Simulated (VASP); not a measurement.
# Ti2RuC3 (P-3m1) in VASP: single point with PBE

Aim: the single point of Ti2RuC3 with PBE.

Program: VASP 6.6.1. These are calculated values, not measurements. Logs are shortened: lines on timing, memory, paths and dates and some standing lists are left out, and cuts for length are marked.

### 1 The cell of the first run

It takes space group P-3m1 (No. 164, trigonal). Conventional cell: a = 3.108 Å, b = 3.108 Å, c = 7.220 Å, α = 90.00°, β = 90.00°, γ = 120.00°. Within 2.9 Å of Ti (site symmetry 3m) lie 6 C at 2.16 to 2.19 Å. Ru (site symmetry -3m) has 6 C at 2.13 Å within 2.8 Å. C (site symmetry -3m) has 6 Ti at 2.19 Å within 2.9 Å. Within 2.8 Å of C (site symmetry 3m) lie 3 Ru at 2.13 Å and 3 Ti at 2.16 Å.

### 2 Single point, PBE

File INCAR:

```
  PREC = Accurate
  ENCUT = 520
  EDIFF = 1E-7
  ISMEAR = 0
  SIGMA = 0.2
  LREAL = F
  LASPH = T
  NELM = 80
  ALGO = Normal
  ISIF = 2
  LWAVE = F
  LCHARG = F
  GGA = PE
  NBANDS = 62
```

File KPOINTS:

```
Automatic mesh
0
Gamma
  8 4 4
```

File POSCAR:

```
Ti2RuC3
1.0
    3.1083042683      0.0000000000      0.0000000000
    0.0000000000      5.3837409180      0.0000000000
    0.0000000000      0.0000000000      7.2198820917
Ti Ru C
4 2 6
Direct
    1.0000000000      0.3333333333      0.6733181658
    0.5000000000      0.8333333333      0.6733181658
    0.5000000000      0.1666666667      0.3266818342
    1.0000000000      0.6666666667      0.3266818342
    0.0000000000      0.0000000000      1.0000000000
    0.5000000000      0.5000000000      0.0000000000
    1.0000000000      0.0000000000      0.5000000000
    0.5000000000      0.5000000000      0.5000000000
    1.0000000000      0.3333333333      0.1598101740
    0.5000000000      0.8333333333      0.1598101740
    0.5000000000      0.1666666667      0.8401898260
    1.0000000000      0.6666666667      0.8401898260
```

Potentials or basis: VASP PAW PBE potentials, release 64 (Ti_sv, Ru_pv, C).

Run with:

```bash
$ cat potpaw_PBE.64/Ti_sv/POTCAR potpaw_PBE.64/Ru_pv/POTCAR potpaw_PBE.64/C/POTCAR > POTCAR
$ mpirun -np 1 vasp_std > vasp.out
```

OUTCAR:

```text
PREC = Accurate
   ENCUT = 520
   EDIFF = 1E-7
   ISMEAR = 0
   LREAL = F
   LASPH = T
   NELM = 80
   ISIF = 2
   GGA = PE

 ion  position               nearest neighbor table
   1  0.000  0.333  0.673-  11 2.16  11 2.16  12 2.16   7 2.19   8 2.19   8 2.19   5 2.96   6 2.96
                             6 2.96
   2  0.500  0.833  0.673-  12 2.16  12 2.16  11 2.16   8 2.19   7 2.19   7 2.19   6 2.96   5 2.96
                             5 2.96
   3  0.500  0.167  0.327-   9 2.16   9 2.16  10 2.16   8 2.19   7 2.19   7 2.19   6 2.96   5 2.96
                             5 2.96
   4  0.000  0.667  0.327-  10 2.16  10 2.16   9 2.16   7 2.19   8 2.19   8 2.19   5 2.96   6 2.96
                             6 2.96
   5  0.000  0.000  0.000-   9 2.13  12 2.13  11 2.13  10 2.13  10 2.13  11 2.13   1 2.96   4 2.96
                             2 2.96   3 2.96   3 2.96   2 2.96   6 3.11   6 3.11   6 3.11   6 3.11
   6  0.500  0.500  0.000-  10 2.13  11 2.13   9 2.13  12 2.13   9 2.13  12 2.13   2 2.96   3 2.96
                             1 2.96   4 2.96   1 2.96   4 2.96   5 3.11   5 3.11   5 3.11   5 3.11
   7  0.000  0.000  0.500-   1 2.19   4 2.19   3 2.19   2 2.19   2 2.19   3 2.19
   8  0.500  0.500  0.500-   2 2.19   3 2.19   1 2.19   4 2.19   1 2.19   4 2.19
   9  0.000  0.333  0.160-   5 2.13   6 2.13   6 2.13   3 2.16   3 2.16   4 2.16
  10  0.500  0.833  0.160-   6 2.13   5 2.13   5 2.13   4 2.16   4 2.16   3 2.16
  11  0.500  0.167  0.840-   6 2.13   5 2.13   5 2.13   1 2.16   1 2.16   2 2.16
  12  0.000  0.667  0.840-   5 2.13   6 2.13   6 2.13   2 2.16   2 2.16   1 2.16

  LATTYP: Found a simple orthorhombic cell.
 ALAT       =     3.1083042683
 B/A-ratio  =     1.7320508075
 C/A-ratio  =     2.3227719903

  Lattice vectors:

 A1 = (   3.1083042683,   0.0000000000,   0.0000000000)
 A2 = (   0.0000000000,   5.3837409180,   0.0000000000)
 A3 = (   0.0000000000,   0.0000000000,   7.2198820917)

Analysis of symmetry for initial positions (statically):
=====================================================================
 Subroutine PRICEL returns following result:

  LATTYP: Found a hexagonal cell.
 ALAT       =     3.1083042683
 C/A-ratio  =     2.3227719903

  Lattice vectors:

 A1 = (  -3.1083042683,   0.0000000000,   0.0000000000)
 A2 = (   1.5541521341,  -2.6918704590,   0.0000000000)
 A3 = (   0.0000000000,   0.0000000000,   7.2198820917)

   2 primitive cells build up your supercell.

 Routine SETGRP: Setting up the symmetry group for a
 simple orthorhombic supercell.

 Subroutine GETGRP returns: Found  4 space group operations
 (whereof  4 operations were pure point group operations)
 out of a pool of  8 trial point group operations.

The static configuration has the point symmetry C_2h.

Analysis of symmetry for dynamics (positions and initial velocities):
=====================================================================
 Subroutine PRICEL returns following result:

  LATTYP: Found a hexagonal cell.
 ALAT       =     3.1083042683
 C/A-ratio  =     2.3227719903

  Lattice vectors:

 A1 = (  -3.1083042683,   0.0000000000,   0.0000000000)
 A2 = (   1.5541521341,  -2.6918704590,   0.0000000000)
 A3 = (   0.0000000000,   0.0000000000,   7.2198820917)

   2 primitive cells build up your supercell.

 Routine SETGRP: Setting up the symmetry group for a
 simple orthorhombic supercell.

 Subroutine GETGRP returns: Found  4 space group operations
 (whereof  4 operations were pure point group operations)
 out of a pool of  8 trial point group operations.

The dynamic configuration has the point symmetry C_2h.

 Subroutine INISYM returns: Found  4 space group operations
 (whereof  4 operations are pure point group operations),
 and found     2 'primitive' translations

----------------------------------------------------------------------------------------

                                     Primitive cell

  volume of cell :      60.4099

  direct lattice vectors                    reciprocal lattice vectors
[... 25 lines left out ...]

 KPOINTS: Automatic mesh

Automatic generation of k-mesh.
 Grid dimensions read from file:
 generate k-points for:    8    4    4

 Generating k-lattice:

  Cartesian coordinates                     Fractional coordinates (reciprocal lattice)
     0.040214853  0.000000000  0.000000000     0.125000000  0.000000000  0.000000000
     0.000000000  0.046436113  0.000000000     0.000000000  0.250000000  0.000000000
     0.000000000  0.000000000  0.034626604     0.000000000  0.000000000  0.250000000

  Length of vectors
     0.040214853  0.046436113  0.034626604

  Shift w.r.t. Gamma in fractional coordinates (k-lattice)
     0.000000000  0.000000000  0.000000000

 Subroutine IBZKPT returns following result:
 ===========================================

 Found     50 irreducible k-points:

 Following reciprocal coordinates:
            Coordinates               Weight
  0.000000  0.000000  0.000000      1.000000
  0.125000  0.000000  0.000000      2.000000
  0.250000  0.000000  0.000000      2.000000
  0.375000  0.000000  0.000000      2.000000
  0.500000  0.000000  0.000000      1.000000
  0.000000  0.250000  0.000000      2.000000
[... 16 lines left out ...]
  0.125000  0.250000  0.250000      4.000000
 -0.125000  0.250000 -0.250000      4.000000
 [... further k-points ...]
   k-points           NKPTS =     50   k-points in BZ     NKDIM =     50   number of bands    NBANDS=     62
   number of dos      NEDOS =    301   number of ions     NIONS =     12
   total plane-waves  NPLWV =  51840
   dimension x,y,z NGX =    24 NGY =   40 NGZ =   54
   dimension x,y,z NGXF=    48 NGYF=   80 NGZF=  108
   ions per type =               4   2   6
   NGX,Y,Z   is equivalent  to a cutoff of  12.84, 12.35, 12.43 a.u.
   NGXF,Y,Z  is equivalent  to a cutoff of  25.67, 24.70, 24.87 a.u.
 SYSTEM =  unknown system
   PREC   = accura    normal or accurate (medium, high low for compatibility)
   ISTART =      0    job   : 0-new  1-cont  2-samecut
   ICHARG =      2    charge: 1-file 2-atom 10-const
   ISPIN  =      1    spin polarized calculation?
   LNONCOLLINEAR =      F non collinear calculations
   LSORBIT =      F    spin-orbit coupling
   LASPH  =      T    aspherical Exc in radial PAW
   ENCUT  =  520.0 eV  38.22 Ry    6.18 a.u.   5.78 10.01 13.42*2*pi/ulx,y,z
   NELM   =     80;   NELMIN=  2; NELMDL= -5     # of ELM steps
   EDIFF  = 0.1E-06   stopping-criterion for ELM
   LREAL  =      F    real-space projection
   EDIFFG = 0.1E-05   stopping-criterion for IOM
   NSW    =      0    number of steps for IOM
   IBRION =     -1    ionic relax: 0-MD 1-quasi-New 2-CG
   NFREE  =      0    steps in history (QN), initial steepest desc. (CG)
   ISIF   =      2    stress and relaxation
   ISYM   =      2    0-nonsym 1-usesym 2-fastsym
   POTIM  = 0.5000    time-step for ionic-motion
   TEBEG  =    0.0;   TEEND  =   0.0 temperature during run
   PSTRESS=    0.0 pullay stress
   NELECT =     100.0000    total number of electrons
   NUPDOWN=      -1.0000    fix difference up-down
   EMIN   =  10.00;   EMAX   =-10.00  energy-range for DOS
   EFERMI =   0.00;   METHOD = LEGACY
   ISMEAR =     0;   SIGMA  =   0.20  broadening in eV -4-tet -1-fermi 0-gaus
   EFERMI_NEDOS =   21; number of points for ismear=-14 and -15
   IALGO  =     38    algorithm
   IMIX   =      4    mixing-type and parameters
     AMIX     =   0.40;   BMIX     =  1.00
     AMIX_MAG =   1.60;   BMIX_MAG =  1.00
  volume/ion in A,a.u.               =      10.07        67.94
  Fermi-wavevector in a.u.,A,eV,Ry     =   1.537077  2.904654 32.145194  2.362605
  Thomas-Fermi vector in A             =   2.643636
   LORBIT       =      0    0 simple, 1 ext, 2 COOP (PROOUT), +10 PAW based schemes
   GGA     = PE    functional components
   LHFCALC =     F    Hartree Fock is set to
   AEXX    =    0.0000 exact exchange contribution
   IVDW    =     0    specifies the selected vdW correction
   LEPSILON=     F    determine dielectric tensor
   LRPA    =     F    only Hartree local field effects (RPA)
 non-spin polarized calculation
 Gauss-broadening in eV      SIGMA  =   0.20
  energy-cutoff  :      520.00
  volume of cell :      120.82
 maximum number of plane-waves:      3274
   NGX = 11   NGY = 21   NGZ = 27

 number of electron     100.0000005 magnetization

 Free energy of the ion-electron system (eV)
  ---------------------------------------------------
  ext. energy  EPLUGINS =         0.00000000
  ---------------------------------------------------
  free energy    TOTEN  =      -108.44012841 eV

  energy without entropy =     -108.31030952  energy(sigma->0) =     -108.37521896

 E-fermi :  10.5702     XC(G=0): -13.0480

 val. band max:       10.5557247167   @ k =   0.2500   0.0000   0.2500
 cond. band min:      10.5795205809   @ k =   0.2500   0.0000   0.5000
 fundamental gap:      0.0237958643
 Fermi energy:        10.5702295042

 k-point     1 :       0.0000    0.0000    0.0000
  band No.  band energies     occupation
      1     -46.5265      2.00000
      2     -46.4936      2.00000
      3     -46.4748      2.00000
      4     -46.4638      2.00000
      5     -32.9285      2.00000
      6     -32.9001      2.00000
[... 1549 lines left out ...]
     61      13.0561      0.00000
     62      13.1887      0.00000

 [... further k-points ...]

------------------------ aborting loop because EDIFF is reached ----------------------------------------

  FORCE on cell =-STRESS in cart. coord.  units (eV):
  Direction    XX          YY          ZZ          XY          YZ          ZX
  --------------------------------------------------------------------------------------
  -------------------------------------------------------------------------------------
  Total        0.0300681      0.1750110      0.3526383      0.0000000     -0.0578966      0.0000000
  in kB        0.3987303      2.3208020      4.6762987      0.0000000     -0.7677603      0.0000000
  external PRESSURE =       2.4652770 kB  Pullay stress =       0.0000000 kB

 VOLUME and BASIS-vectors are now :
 -----------------------------------------------------------------------------
  energy-cutoff  :      520.00
  volume of cell :      120.82
      direct lattice vectors                 reciprocal lattice vectors
     3.108304268  0.000000000  0.000000000     0.321718826  0.000000000  0.000000000
     0.000000000  5.383740918  0.000000000     0.000000000  0.185744451  0.000000000
     0.000000000  0.000000000  7.219882092     0.000000000  0.000000000  0.138506417

 POSITION                                       TOTAL-FORCE (eV/Angst)
 -----------------------------------------------------------------------------------
      0.00000      1.79458      4.86128        -0.000000      0.007481     -0.038880
      1.55415      4.48645      4.86128         0.000000      0.007481     -0.038880
      1.55415      0.89729      2.35860         0.000000     -0.007481      0.038880
      0.00000      3.58916      2.35860        -0.000000     -0.007481      0.038880
      0.00000      0.00000      0.00000        -0.000000      0.000000      0.000000
      1.55415      2.69187      0.00000        -0.000000      0.000000     -0.000000
      0.00000      0.00000      3.60994        -0.000000      0.000000      0.000000
      1.55415      2.69187      3.60994        -0.000000      0.000000      0.000000
      0.00000      1.79458      1.15381        -0.000000     -0.011207     -0.020727
      1.55415      4.48645      1.15381        -0.000000     -0.011207     -0.020727
      1.55415      0.89729      6.06607        -0.000000      0.011207      0.020727
      0.00000      3.58916      6.06607        -0.000000      0.011207      0.020727
 -----------------------------------------------------------------------------------
    total drift:                                0.000000     -0.000000     -0.000000

  FREE ENERGIE OF THE ION-ELECTRON SYSTEM (eV)
  ---------------------------------------------------
  free  energy   TOTEN  =      -108.4401284091 eV

  energy  without entropy=     -108.3103095158  energy(sigma->0) =     -108.37521896
```

Run time: 6.1 min. Hardware: 1 thread of Oxide Virtual Turin-like, shared host; peak memory 0.37 GiB.

Results:

```yaml
Free_energy: -108.4401 eV
Pressure: 0.2 GPa
Largest_force: 0.040 eV/Å
Band_gap_on_the_k_mesh: zero (band 50 reaches 10.89 eV, above the bottom of band 51 at 10.43 eV)
```

Forces in eV/Å, atoms in the order of the input:
```
Ti   0.000  0.007 -0.039
Ti   0.000  0.007 -0.039
Ti   0.000 -0.007  0.039
Ti   0.000 -0.007  0.039
Ru   0.000  0.000  0.000
Ru   0.000  0.000  0.000
C    0.000  0.000  0.000
C    0.000  0.000  0.000
C    0.000 -0.011 -0.021
C    0.000 -0.011 -0.021
C    0.000  0.011  0.021
C    0.000  0.011  0.021
```

Stress tensor (GPa, compression positive):
```
 0.04  0.00  0.00
 0.00  0.23 -0.08
 0.00 -0.08  0.47
```
